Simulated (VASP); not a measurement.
Input of a VASP 6.6.1 run:

INCAR

```
PREC = Accurate
ENCUT = 520
EDIFF = 1E-7
ISMEAR = 0
SIGMA = 0.1
LREAL = False
LASPH = True
NELM = 100
ALGO = Normal
ISIF = 2
LWAVE = False
LCHARG = False
GGA = PE
NBANDS = 28
```

File KPOINTS:

```
Automatic mesh
0
Gamma
  4 4 4
```

Contents of POSCAR:

```
K2H
1.0
    0.0000000000      5.3391787766      5.3391787766
    5.3391787766      0.0000000000      5.3391787766
    5.3391787766      5.3391787766      0.0000000000
K H
4 2
Direct
    0.6250000000      0.6250000000      0.6250000000
    0.1250000000      0.6250000000      0.6250000000
    0.6250000000      0.6250000000      0.1250000000
    0.6250000000      0.1250000000      0.6250000000
    0.0000000000      0.0000000000      0.0000000000
    0.2500000000      0.2500000000      0.2500000000
```

Potentials or basis: VASP PAW PBE potentials, release 64 (K_sv, H).

Launch:

```bash
$ cat potpaw_PBE.64/K_sv/POTCAR potpaw_PBE.64/H/POTCAR > POTCAR
$ mpirun -np 1 vasp_std > vasp.out
```

(1) What does it give for the pressure?

(2) Estimate the band gap on the k mesh.

## Answers

(1) 0.0 GPa.

(2) zero (bands 19 and 20 overlap by 0.17 eV).
